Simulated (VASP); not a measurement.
# Ti in VASP: single point with PBE

Aim: the single point of Ti with PBE.

All numbers are computed with VASP 6.6.1; they aren't measurements. Logs are shortened: lines on timing, memory, paths and dates and some standing lists are left out, and cuts for length are marked.

**1. The cell of the first run**

The cell holds a slab with vacuum, 3 atoms: a = 2.819 Å, b = 2.819 Å, c = 18.604 Å, α = 90.00°, β = 90.00°, γ = 109.47°.

**2. Single point, PBE**

File INCAR:

```
SYSTEM = Ti
ALGO     = Normal         ! electronic algorithm
DIPOL    = 0.5 0.5 0.493
EDIFF    = 1E-7           ! SCF threshold, eV
ENCUT    = 520            ! plane-wave cutoff, eV
GGA      = PE             ! functional
IDIPOL   = 3            
ISIF     = 2              ! what is computed and relaxed
ISMEAR   = 0              ! smearing method
LASPH    = .True.         ! aspherical terms in the spheres
LCHARG   = .True.         ! write CHGCAR
LDIPOL   = .True.       
LELF     = .True.         ! ELF
LREAL    = .False.        ! projectors in reciprocal space
LVACPOTAV= .True.       
LVHAR    = .True.       
LWAVE    = .False.        ! write WAVECAR
NBANDS   = 25             ! bands
NELM     = 60             ! most SCF steps
PREC     = Accurate       ! precision mode
SIGMA    = 0.1            ! smearing width, eV
```

File KPOINTS:

```
k-points
0
Gamma
  11 11 1
  0 0 0
```

File POSCAR:

```
Ti
1.0
    2.8193504947      0.0000000000      0.0000000000
   -0.9397834982      2.6581091378      0.0000000000
    0.0000000000      0.0000000000     18.6039800788
Ti
3
Direct
    0.5000000000      0.5000000000      0.3762635721
    0.0000000000      0.0000000000      0.4928524177
    0.5000000000      0.5000000000      0.6087930882
```

Potentials or basis: VASP PAW PBE potentials, release 64 (Ti_sv).

Started as:

```
> cat potpaw_PBE.64/Ti_sv/POTCAR > POTCAR
> mpirun -np 1 vasp_std > vasp.out
```

OUTCAR:

```text
SYSTEM = Ti
   EDIFF = 1E-7
   ENCUT = 520
   GGA = PE
   ISIF = 2
   ISMEAR = 0
   LASPH = .True.
   LREAL = .False.
   NELM = 60
   PREC = Accurate

 ion  position               nearest neighbor table
   1  0.500  0.500  0.376-   2 2.71   2 2.71
   2  0.000  0.000  0.493-   3 2.70   3 2.70   1 2.71   1 2.71
   3  0.500  0.500  0.609-   2 2.70   2 2.70

  LATTYP: Found a base centered orthorhombic cell.
 ALAT       =     3.2555055341
 B/A-ratio  =     1.4142135624
 C/A-ratio  =     5.7146209348

  Lattice vectors:

 A1 = (   2.8193504947,   0.0000000000,   0.0000000000)
 A2 = (  -0.9397834982,   2.6581091378,   0.0000000000)
 A3 = (   0.0000000000,   0.0000000000,  18.6039800788)

Analysis of symmetry for initial positions (statically):
=====================================================================
 Subroutine PRICEL returns:
 Original cell was already a primitive cell.

 Routine SETGRP: Setting up the symmetry group for a
 base centered orthorhombic supercell.

 Subroutine GETGRP returns: Found  4 space group operations
 (whereof  4 operations were pure point group operations)
 out of a pool of  8 trial point group operations.

The static configuration has the point symmetry C_2v.

Analysis of symmetry for dynamics (positions and initial velocities):
=====================================================================
 Subroutine PRICEL returns:
 Original cell was already a primitive cell.

 Routine SETGRP: Setting up the symmetry group for a
 base centered orthorhombic supercell.

 Subroutine GETGRP returns: Found  4 space group operations
 (whereof  4 operations were pure point group operations)
 out of a pool of  8 trial point group operations.

The dynamic configuration has the point symmetry C_2v.

 Subroutine INISYM returns: Found  4 space group operations
 (whereof  4 operations are pure point group operations),
 and found     1 'primitive' translations

----------------------------------------------------------------------------------------

                                     Primitive cell

  volume of cell :     139.4209

  direct lattice vectors                    reciprocal lattice vectors
     2.819350495  0.000000000  0.000000000     0.354691622  0.125402426  0.000000000
    -0.939783498  2.658109138  0.000000000     0.000000000  0.376207277  0.000000000
     0.000000000  0.000000000 18.603980079     0.000000000  0.000000000  0.053751939

  length of vectors
     2.819350495  2.819350495 18.603980079     0.376207277  0.376207277  0.053751939

  position of ions in fractional coordinates (direct lattice)
     0.500000000  0.500000000  0.376263572
     0.000000000  0.000000000  0.492852418
     0.500000000  0.500000000  0.608793088

  ion indices of the primitive-cell ions
   primitive index   ion index
                 1           1
                 2           2
                 3           3

----------------------------------------------------------------------------------------

 KPOINTS: k-points

Automatic generation of k-mesh.
 Grid dimensions read from file:
 generate k-points for:   11   11    1

 Generating k-lattice:

  Cartesian coordinates                     Fractional coordinates (reciprocal lattice)
     0.032244693  0.011400221  0.000000000     0.090909091 -0.000000000  0.000000000
     0.000000000  0.034200662  0.000000000     0.000000000  0.090909091  0.000000000
     0.000000000  0.000000000  0.053751939     0.000000000  0.000000000  1.000000000

  Length of vectors
     0.034200662  0.034200662  0.053751939

  Shift w.r.t. Gamma in fractional coordinates (k-lattice)
     0.000000000  0.000000000  0.000000000

 Subroutine IBZKPT returns following result:
 ===========================================

 Found     36 irreducible k-points:

 Following reciprocal coordinates:
            Coordinates               Weight
  0.000000  0.000000  0.000000      1.000000
  0.090909  0.000000  0.000000      4.000000
  0.181818  0.000000  0.000000      4.000000
  0.272727  0.000000  0.000000      4.000000
  0.363636  0.000000  0.000000      4.000000
  0.454545  0.000000  0.000000      4.000000
[... 16 lines left out ...]
 -0.272727  0.181818  0.000000      4.000000
 -0.181818  0.181818  0.000000      2.000000
 [... further k-points ...]
   k-points           NKPTS =     36   k-points in BZ     NKDIM =     36   number of bands    NBANDS=     25
   number of dos      NEDOS =    301   number of ions     NIONS =      3
   total plane-waves  NPLWV =  80640
   dimension x,y,z NGX =    24 NGY =   24 NGZ =  140
   dimension x,y,z NGXF=    48 NGYF=   48 NGZF=  280
   ions per type =               3
   NGX,Y,Z   is equivalent  to a cutoff of  14.15, 14.15, 12.51 a.u.
   NGXF,Y,Z  is equivalent  to a cutoff of  28.30, 28.30, 25.02 a.u.
 SYSTEM =  Ti
   PREC   = accura    normal or accurate (medium, high low for compatibility)
   ISTART =      0    job   : 0-new  1-cont  2-samecut
   ICHARG =      2    charge: 1-file 2-atom 10-const
   ISPIN  =      1    spin polarized calculation?
   LNONCOLLINEAR =      F non collinear calculations
   LSORBIT =      F    spin-orbit coupling
   LASPH  =      T    aspherical Exc in radial PAW
   ENCUT  =  520.0 eV  38.22 Ry    6.18 a.u.   5.24  5.24 34.59*2*pi/ulx,y,z
   NELM   =     60;   NELMIN=  2; NELMDL= -5     # of ELM steps
   EDIFF  = 0.1E-06   stopping-criterion for ELM
   LREAL  =      F    real-space projection
   EDIFFG = 0.1E-05   stopping-criterion for IOM
   NSW    =      0    number of steps for IOM
   IBRION =     -1    ionic relax: 0-MD 1-quasi-New 2-CG
   NFREE  =      0    steps in history (QN), initial steepest desc. (CG)
   ISIF   =      2    stress and relaxation
   ISYM   =      2    0-nonsym 1-usesym 2-fastsym
   POTIM  = 0.5000    time-step for ionic-motion
   TEBEG  =    0.0;   TEEND  =   0.0 temperature during run
   PSTRESS=    0.0 pullay stress
   NELECT =      36.0000    total number of electrons
   NUPDOWN=      -1.0000    fix difference up-down
   EMIN   =  10.00;   EMAX   =-10.00  energy-range for DOS
   EFERMI =   0.00;   METHOD = LEGACY
   ISMEAR =     0;   SIGMA  =   0.10  broadening in eV -4-tet -1-fermi 0-gaus
   EFERMI_NEDOS =   21; number of points for ismear=-14 and -15
   IALGO  =     38    algorithm
   IMIX   =      4    mixing-type and parameters
     AMIX     =   0.40;   BMIX     =  1.00
     AMIX_MAG =   1.60;   BMIX_MAG =  1.00
  volume/ion in A,a.u.               =      46.47       313.62
  Fermi-wavevector in a.u.,A,eV,Ry     =   1.042477  1.969996 14.786240  1.086758
  Thomas-Fermi vector in A             =   2.177144
   LORBIT       =      0    0 simple, 1 ext, 2 COOP (PROOUT), +10 PAW based schemes
   GGA     = PE    functional components
   LHFCALC =     F    Hartree Fock is set to
   AEXX    =    0.0000 exact exchange contribution
   IVDW    =     0    specifies the selected vdW correction
   LEPSILON=     F    determine dielectric tensor
   LRPA    =     F    only Hartree local field effects (RPA)
 non-spin polarized calculation
 Gauss-broadening in eV      SIGMA  =   0.10
  energy-cutoff  :      520.00
  volume of cell :      139.42
 maximum number of plane-waves:      3780
 NGX is ok and might be reduce to    24
   NGX = 11   NGY = 11   NGZ = 69

 dipolmoment           0.000000      0.000000     -0.000117 electrons x Angstroem

 number of electron      35.9999993 magnetization

 dipolmoment           0.000000      0.000000      0.000217 electrons x Angstroem

 Free energy of the ion-electron system (eV)
  ---------------------------------------------------
  ext. energy  EPLUGINS =         0.00000000
  ---------------------------------------------------
  free energy    TOTEN  =       -21.55434875 eV

  energy without entropy =      -21.51595869  energy(sigma->0) =      -21.53515372

 E-fermi :   0.4702     XC(G=0):  -5.3146

 val. band max:        0.4691579312   @ k =   0.2727   0.0000   0.0000
 cond. band min:       0.4770802821   @ k =   0.0909   0.0909   0.0000
 fundamental gap:      0.0079223509
 Fermi energy:         0.4701525694

 k-point     1 :       0.0000    0.0000    0.0000
  band No.  band energies     occupation
      1     -56.1985      2.00000
      2     -56.1839      2.00000
      3     -55.7508      2.00000
      4     -32.6621      2.00000
      5     -32.5085      2.00000
      6     -32.2286      2.00000
[... 17 lines left out ...]
     24       2.7693      0.00000
     25       2.7833      0.00000

 k-point     2 :       0.0909    0.0000    0.0000
  band No.  band energies     occupation
      1     -56.1923      2.00000
      2     -56.1785      2.00000
      3     -55.7463      2.00000
      4     -32.6496      2.00000
      5     -32.5112      2.00000
      6     -32.2472      2.00000
[... 17 lines left out ...]
     24       2.7204      0.00000
     25       2.7847      0.00000

 k-point     3 :       0.1818    0.0000    0.0000
  band No.  band energies     occupation
      1     -56.1758      2.00000
      2     -56.1638      2.00000
      3     -55.7345      2.00000
      4     -32.6164      2.00000
      5     -32.5213      2.00000
      6     -32.3278      2.00000
[... 17 lines left out ...]
     24       2.6991      0.00000
     25       2.8292      0.00000

 k-point     4 :       0.2727    0.0000    0.0000
  band No.  band energies     occupation
      1     -56.1542      2.00000
      2     -56.1443      2.00000
      3     -55.7190      2.00000
      4     -32.5852      2.00000
      5     -32.5441      2.00000
      6     -32.4476      2.00000
[... 17 lines left out ...]
     24       2.8317      0.00000
     25       2.9452      0.00000
[... 477 lines left out ...]
 k-point    22 :      -0.3636    0.1818    0.0000
  band No.  band energies     occupation
      1     -56.1262      2.00000
      2     -56.1159      2.00000
      3     -55.6894      2.00000
      4     -32.5825      2.00000
      5     -32.5284      2.00000
      6     -32.4988      2.00000
[... 17 lines left out ...]
     24       2.8551      0.00000
     25       2.8814      0.00000

 k-point    23 :      -0.2727    0.1818    0.0000
  band No.  band energies     occupation
      1     -56.1453      2.00000
      2     -56.1334      2.00000
      3     -55.7037      2.00000
      4     -32.5849      2.00000
      5     -32.4825      2.00000
      6     -32.4031      2.00000
[... 17 lines left out ...]
     24       2.2579      0.00000
     25       2.4987      0.00000

 k-point    24 :      -0.1818    0.1818    0.0000
  band No.  band energies     occupation
      1     -56.1635      2.00000
      2     -56.1504      2.00000
      3     -55.7191      2.00000
      4     -32.6122      2.00000
      5     -32.4838      2.00000
      6     -32.3017      2.00000
[... 17 lines left out ...]
     24       2.0424      0.00000
     25       2.3267      0.00000

 [... further k-points ...]
[... 5 lines left out ...]
  --------------------------------------------------------------------------------------
  -------------------------------------------------------------------------------------
  Total       -1.1423964     -0.7273913     -0.0604208      0.5869058      0.0000000      0.0000000
  in kB      -13.1280329     -8.3589349     -0.6943358      6.7445230      0.0000000      0.0000000
  external PRESSURE =      -7.3937679 kB  Pullay stress =       0.0000000 kB

 VOLUME and BASIS-vectors are now :
 -----------------------------------------------------------------------------
  energy-cutoff  :      520.00
  volume of cell :      139.42
      direct lattice vectors                 reciprocal lattice vectors
     2.819350495  0.000000000  0.000000000     0.354691622  0.125402426  0.000000000
    -0.939783498  2.658109138  0.000000000     0.000000000  0.376207277  0.000000000
     0.000000000  0.000000000 18.603980079     0.000000000  0.000000000  0.053751939

 POSITION                                       TOTAL-FORCE (eV/Angst)
 -----------------------------------------------------------------------------------
      0.93978      1.32905      7.00000         0.000000      0.000000      0.024075
      0.00000      0.00000      9.16902        -0.000000      0.000000     -0.028210
      0.93978      1.32905     11.32597        -0.000000      0.000000      0.004135
 -----------------------------------------------------------------------------------
    total drift:                               -0.000000     -0.000000      0.000434

  FREE ENERGIE OF THE ION-ELECTRON SYSTEM (eV)
  ---------------------------------------------------
  free  energy   TOTEN  =       -21.5543487482 eV

  energy  without entropy=      -21.5159586918  energy(sigma->0) =      -21.53515372

 vacuum level on the upper side and lower side of the slab         4.838         4.833
```

Run time: 3.8 min. Hardware: 1 thread of Intel Xeon Platinum 8488C (Sapphire Rapids), shared host; peak memory 0.29 GiB.

Results:

* Free energy: -21.5543 eV
* Largest force: 0.028 eV/Å
* Band gap on the k mesh: zero (bands 18 and 19 overlap by 0.66 eV)

Forces in eV/Å, atoms in the order of the input:
```
Ti   0.000  0.000  0.024
Ti   0.000  0.000 -0.028
Ti   0.000  0.000  0.004
```
